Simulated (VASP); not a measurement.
TiOs, 2 atoms in the cell. The structure is cubic, space group Pm-3m (No. 221). Conventional cell: a = 3.080 Å, b = 3.080 Å, c = 3.080 Å, α = 90.00°, β = 90.00°, γ = 90.00°. Within 3.5 Å of Ti (site symmetry m-3m) lie 8 Os at 2.67 Å and 6 Ti at 3.08 Å. Os (site symmetry m-3m) has 8 Ti at 2.67 Å and 6 Os at 3.08 Å within 3.5 Å. 

```yaml
Program: VASP 6.6.1
Task: single point
Functional: PBEsol
Potentials_or_basis: VASP PAW PBE potentials, release 64 (Ti_sv, Os)
Cutoff: 600 eV
k_mesh: 6 × 6 × 6
Occupations: gaussian, width 0.1 eV
Spin: no spin polarisation
Dipole_correction: no
Further_INCAR_settings: ALGO = Normal; EDIFF = 1e-06; NBANDS = 17
```

Potentials or basis: VASP PAW PBE potentials, release 64 (Ti_sv, Os).

Command:

```bash
$ cat potpaw_PBE.64/Ti_sv/POTCAR potpaw_PBE.64/Os/POTCAR > POTCAR
$ mpirun -np 1 vasp_std > vasp.out
```

Hardware: 1 thread of Intel(R) Xeon(R) Platinum 8259CL CPU @ 2.50GHz (Skylake/Cascade Lake), with other jobs on the host.

**Question.** Estimate the wall time of this run.

**Answer.** It took 20 s on 1 thread of Intel(R) Xeon(R) Platinum 8259CL CPU @ 2.50GHz (Skylake/Cascade Lake), on a shared host, peak memory 0.16 GiB. Counts: scf iterations 14, k points 20.
